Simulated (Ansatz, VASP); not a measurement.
**C: VASP beside Ansatz**

```
C
1.0
     0.00000    1.74379    1.74379
     1.74379    0.00000    1.74379
     1.74379    1.74379    0.00000
C
2
Direct
  0.00000 0.00000 0.00000
  0.25000 0.25000 0.25000
```

Alike in both runs: task single point; functional r2SCAN; k mesh 10 × 10 × 10; no spin polarisation.

|  | VASP | Ansatz |
| --- | --- | --- |
| version | VASP 6.6.1 | Ansatz 0.2.0 |
| potentials or method | VASP PAW PBE potentials, release 64 (C) | plane waves, PAW |
| plane-wave cutoff (eV) | 660 | 500 |
| occupations | gaussian, width 0.01 eV | fixed |
| valence electrons in the cell | 8 | 8 |

VASP gave:

```
gap on the k mesh at the Fermi level (eV) : 4.52
```

Problem. Which values does Ansatz return?

Solution. gap on the k mesh at the Fermi level (eV): 4.55.

VASP's potentials were made for PBE, not for r2SCAN.
